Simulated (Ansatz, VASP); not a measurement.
# Two plane-wave programs on Ti

```
CELL_PARAMETERS angstrom
0.00000 2.03000 2.03000
2.03000 0.00000 2.03000
2.03000 2.03000 0.00000
ATOMIC_POSITIONS crystal
Ti 0.00000 0.00000 0.00000
```

Alike in both runs: task single point; functional PBE; k mesh 2 × 2 × 2; no spin polarisation; Hubbard terms Ti d U = 3.0 eV.

|  | VASP | Ansatz |
| --- | --- | --- |
| version | VASP 6.6.1 | Ansatz 0.2.0 |
| potentials or method | VASP PAW PBE potentials, release 64 (Ti_sv), cutoff 500 eV | scalar-relativistic, plane waves, PAW |
| occupations | fermi-dirac, width 0.0680285 eV | fermi-dirac |
| valence electrons in the cell | 12 | 12 |

VASP gave:

```
gap on the k mesh at the Fermi level (eV) : none
pressure (GPa)                            : 8.1
```

Question: What did Ansatz give for the same quantities?

Answer: gap on the k mesh at the Fermi level (eV): none; pressure (GPa): 4.7.

The programs project onto different local orbitals, so the same U acts differently, and such runs can settle in different states. A gap of «none» marks a metal or a gap that the smearing closes. Ansatz's warnings: filled band counts differ across k points.

The k mesh is coarse, so the values compare programs but aren't converged.
